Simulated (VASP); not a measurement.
Set up this calculation in VASP 6.6.1, as the native input.

```
Task                   : single point
Functional             : PBE
Potentials or basis    : VASP PAW PBE potentials, release 64 (Rb_sv)
Cutoff                 : 520 eV
k mesh                 : 8 × 6 × 6
Occupations            : gaussian, width 0.1 eV
Spin                   : no spin polarisation
Dipole correction      : no
Further INCAR settings : ALGO = Fast; EDIFF = 1e-06; NBANDS = 26
```

The structure of Rb lies in POSCAR:

```
Rb
1.0
    5.0269895435      0.0000000000      0.0000000000
    0.0000000000      8.8056405098      0.0000000000
    0.1641902598      0.0000000000      8.2095129904
Rb
4
Direct
    0.0000000000      0.1633368639      0.2500000000
    0.5000000000      0.3366631361      0.7500000000
    0.5000000000      0.6633368639      0.2500000000
    0.0000000000      0.8366631361      0.7500000000
```

This cell differs from its parent crystal: shear of c along a, cell held: +2.0 %, then relaxed in part.

The input as run:

INCAR

```
  PREC = Accurate
  ENCUT = 520
  EDIFF = 1E-6
  ISMEAR = 0
  SIGMA = 0.1
  LREAL = False
  LASPH = True
  NELM = 100
  ALGO = Fast
  ISIF = 2
  LWAVE = False
  LCHARG = False
  GGA = PE
  NBANDS = 26
```

KPOINTS

```
Automatic mesh
0
Gamma
  8 6 6
```

Potentials or basis: VASP PAW PBE potentials, release 64 (Rb_sv).

The run is started by

```sh
$ cat potpaw_PBE.64/Rb_sv/POTCAR > POTCAR
$ mpirun -np 1 vasp_std > vasp.out
```

It gave:

```json
{
 "Pressure": "0.0 GPa",
 "Band gap on the k mesh": "zero (bands 18 and 19 overlap by 1.32 eV)"
}
```

Caveat: the cell differs from its parent crystal (shear of c along a, cell held: +2.0 %, then relaxed in part).

Run time: 44 min on 1 thread of Intel Xeon 8259CL (shared host), peak memory 0.91 GiB.
